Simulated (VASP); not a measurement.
Wanted: the native input for a VASP 6.6.1 run.

```
Task                   : single point
Functional             : PBE
Potentials or basis    : VASP PAW PBE potentials, release 64 (Ti_sv)
Cutoff                 : 500 eV
k mesh                 : 6 × 6 × 6
Occupations            : fermi-dirac, width 0.05 eV
Spin                   : no spin polarisation
Dipole correction      : no
Further INCAR settings : ALGO = Normal; EDIFF = 1e-06; NBANDS = 12
```

The structure of Ti lies in POSCAR:

```
Ti
1.0
   -1.6532500000      1.6532500000      1.6532500000
    1.6532500000     -1.6532500000      1.6532500000
    1.6532500000      1.6532500000     -1.6532500000
Ti
1
Direct
    0.0000000000      0.0000000000      0.0000000000
```

One way to write it, as run:

INCAR

```
SYSTEM = Ti
ALGO     = Normal         ! electronic algorithm
EDIFF    = 1E-6           ! SCF threshold, eV
ENCUT    = 500            ! plane-wave cutoff, eV
GGA      = PE             ! functional
GGA_COMPAT= .FALSE.      
ISIF     = 2              ! what is computed and relaxed
ISMEAR   = -1             ! smearing method
LASPH    = .TRUE.         ! aspherical terms in the spheres
LCHARG   = .FALSE.        ! write CHGCAR
LREAL    = .FALSE.        ! projectors in reciprocal space
LWAVE    = .FALSE.        ! write WAVECAR
NBANDS   = 12             ! bands
NELM     = 120            ! most SCF steps
PREC     = Accurate       ! precision mode
SIGMA    = 0.05           ! smearing width, eV
```

KPOINTS

```
k-points
0
G
  6 6 6
  0 0 0
```

Potentials or basis: VASP PAW PBE potentials, release 64 (Ti_sv).

Command:

```console
$ cat potpaw_PBE.64/Ti_sv/POTCAR > POTCAR
$ mpirun -np 1 vasp_std > vasp.out
```

It gave:

```
Pressure               : -4.6 GPa
Band gap on the k mesh : zero (band 6 reaches 8.62 eV, above the bottom of band 7 at 7.16 eV)
```

Caveat: the k points lie up to 0.45 Å⁻¹ apart.

Run time: 3.9 s on 1 thread of Intel Xeon 6975P-C, with other jobs on the host, peak memory 0.13 GiB.
